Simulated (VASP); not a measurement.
A run of VASP 6.6.1 is set up as follows.

INCAR

```
SYSTEM = Li2Pd
PREC = Accurate
ENCUT = 600
EDIFF = 1E-6
ISMEAR = 0
SIGMA = 0.1
LREAL = .FALSE.
LASPH = .TRUE.
NELM = 100
ALGO = Normal
ISIF = 3
LWAVE = .FALSE.
LCHARG = .FALSE.
IBRION = 2
NSW = 70
EDIFFG = -0.005
```

Contents of KPOINTS:

```
regular mesh
0
G
  12 12 16
  0 0 0
```

File POSCAR:

```
Li2Pd
1.0
    4.2509043057      0.0000000000      0.0000000000
   -2.1254521528      3.6813911178      0.0000000000
    0.0000000000      0.0000000000      2.7068078153
Li Pd
2 1
Direct
    0.3333333333      0.6666666667      0.5000000000
    0.6666666667      0.3333333333      0.5000000000
    0.0000000000      0.0000000000      0.0000000000
```

Potentials or basis: VASP PAW LDA potentials, release 64 (Li_sv, Pd).

Command:

```console
$ cat potpaw_LDA.64/Li_sv/POTCAR potpaw_LDA.64/Pd/POTCAR > POTCAR
$ mpirun -np 1 vasp_std > vasp.out
```

Question: Predict the relaxed volume.

Answer: 12.84 Å³/atom.

Question: What does it give for the relaxed cell?

Answer: a = 4.116 Å, b = 4.116 Å, c = 2.626 Å, α = 90.00°, β = 90.00°, γ = 120.00°.

Question: Predict the space group after relaxing (to 0.1 Å).

Answer: P6/mmm (No. 191).

Question: What does it give for the band gap on the k mesh?

Answer: Zero (bands 8 and 9 overlap by 2.56 eV).

The path:
```tsv
step	energy change (eV)	largest force (eV/Å)	pressure (GPa)	volume (Å³)
1	0.0000	0.0000	-5.01	42.36
2	-0.0575	0.0000	-1.53	39.71
3	-0.0611	0.0000	-0.30	38.96
4	-0.0611	0.0000	-0.17	38.90
5	-0.0635	0.0000	-0.10	38.69
6	-0.0639	0.0000	0.02	38.53
```

Caveat: the cutoff is under 1.25 times the usual one of these potentials, so pressure, stress and relaxed cells hold a basis-set (Pulay) error. LDA usually gives volumes a few per cent too small.
